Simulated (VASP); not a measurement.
Wanted: the native input for a VASP 6.6.1 run.

- Task: single point
- Functional: PBE
- Potentials or basis: VASP PAW PBE potentials, release 64 (V_sv)
- Cutoff: 520 eV
- k mesh: 11 × 11 × 11
- Occupations: fermi-dirac, width 0.05 eV
- Spin: collinear spin, ferromagnetic start
- Starting moments: [1.0] μB
- Dipole correction: no
- Further INCAR settings: ALGO = Normal; EDIFF = 1e-06; NBANDS = 16

The structure of V lies in POSCAR:

```
V
1.0
   -1.5143500000      1.5143500000      1.5143500000
    1.5143500000     -1.5143500000      1.5143500000
    1.5143500000      1.5143500000     -1.5143500000
V
1
Direct
    0.0000000000      0.0000000000      0.0000000000
```

One way to write it, as run:

INCAR

```
SYSTEM = V
  ALGO = Normal
  EDIFF = 1E-6
  ENCUT = 520
  GGA = PE
  ISIF = 2
  ISMEAR = -1
  ISPIN = 2
  LASPH = .TRUE.
  LCHARG = .FALSE.
  LMAXMIX = 4
  LORBIT = 11
  LREAL = .FALSE.
  LWAVE = .FALSE.
  MAGMOM = 1
  NBANDS = 16
  NELM = 150
  PREC = Accurate
  SIGMA = 0.05
```

KPOINTS

```
k-points
0
G
  11 11 11
  0 0 0
```

Potentials or basis: VASP PAW PBE potentials, release 64 (V_sv).

The run is started by

```console
$ cat potpaw_PBE.64/V_sv/POTCAR > POTCAR
$ mpirun -np 1 vasp_std > vasp.out
```

Results of the run:

The pressure is -5.1 GPa. The net moment is 0.00 μB per cell and the valence electrons inside the program's atomic spheres are V 11.60.

Caveat: the cell stands under tension.

It took 38 s on 1 thread of Intel Xeon 8259CL (shared host), peak memory 0.14 GiB.
